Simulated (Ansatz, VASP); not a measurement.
# C in VASP and in Ansatz

```
C
1.0
    -2.51808    0.00000    0.00000
     0.00000    4.36133    0.00000
     1.25905   -2.18067   -8.30460
C
16
Direct
  0.45351 0.45351 0.90703
  0.95351 0.95351 0.90703
  0.70351 0.70352 0.40703
  0.20351 0.20352 0.40703
  0.29649 0.29648 0.59297
  0.79649 0.79648 0.59297
  0.54649 0.54649 0.09297
  0.04649 0.04649 0.09297
  0.92223 0.25557 0.84447
  0.42224 0.75557 0.84447
  0.17224 0.83890 0.34447
  0.67224 0.33890 0.34447
  0.82777 0.16110 0.65553
  0.32777 0.66110 0.65553
  0.07776 0.74443 0.15553
  0.57776 0.24443 0.15553
```

Change from the starting cell: cell sheared at random, sigma 0.01, atoms nudged by 0.01 Å; relaxed back.

Alike in both runs: functional PBE; k mesh 8 × 8 × 8; occupations gaussian, width 0.05 eV; no spin polarisation.

Ansatz relaxed the structure, and its values are those at the end. VASP's run is a single point on that final structure, the one shown.

|  | VASP | Ansatz |
| --- | --- | --- |
| version | VASP 6.6.1 | Ansatz 0.2.0 |
| potentials or method | VASP PAW PBE potentials, release 64 (C), cutoff 520 eV | scalar-relativistic, plane waves, PAW |
| valence electrons in the cell | 64 | 64 |

|  | VASP | Ansatz | Ansatz less VASP |
| --- | --- | --- | --- |
| gap on the k mesh at the Fermi level (eV) | 4.55 | 4.56 | +0.009 |
| least direct gap on the mesh (eV) | 4.83 | 4.84 | +0.010 |
| pressure (GPa) | 0.7 | 0.0 | -0.67 |

The functional is the same, so the differences come from potentials, cutoffs and numerics.
